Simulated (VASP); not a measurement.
# AlN: single point with LDA

The system is AlN.

```
Al N
1.0
     3.04758    0.00000    0.00000
    -1.52379    2.63928    0.00000
     0.00000    0.00000    4.86000
Al N
2 2
Cartesian
  0.0000 1.7595 -0.0073
  1.5238 0.8798 2.4227
  0.0000 1.7595 1.8541
  1.5238 0.8798 4.2841
```

```json
{"Program": "VASP 6.6.1", "Task": "single point", "Functional": "LDA", "Potentials or basis": "VASP PAW LDA potentials, release 64 (Al, N)", "Cutoff": "520 eV", "k mesh": "8 × 8 × 4", "Occupations": "gaussian, width 0.01 eV", "Spin": "no spin polarisation"}
```

```json
{"Pressure": "10.8 GPa", "Band gap on the k mesh": "4.80 eV, direct"}
```

Levels at points of the mesh, in eV from the valence-band top:
| k point | band 4 | band 5 | band 6 | band 7 | band 8 | band 9 | band 10 | band 11 | band 12 | band 13 |
| --- | --- | --- | --- | --- | --- | --- | --- | --- | --- | --- |
| (0.00, 0.00, 0.00) | -0.96 | -0.96 | -0.28 | -0.28 | 0.00 | 4.80 | 7.06 | 11.02 | 11.35 | 11.35 |
| (0.50, 0.00, 0.00) | -4.38 | -3.56 | -2.26 | -1.93 | -0.76 | 5.82 | 5.83 | 8.62 | 10.58 | 11.06 |
| (0.00, 0.00, 0.50) | -3.45 | -0.63 | -0.63 | -0.63 | -0.63 | 6.96 | 6.96 | 10.67 | 10.67 | 11.68 |
| (0.50, 0.00, 0.50) | -5.96 | -1.59 | -1.59 | -1.45 | -1.45 | 5.39 | 5.39 | 9.44 | 9.44 | 12.42 |

Run time: 5.4 s on 1 thread of Intel(R) Xeon(R) 6975P-C (Granite Rapids) (shared host), peak memory 0.13 GiB.

A k mesh can miss the band edges.
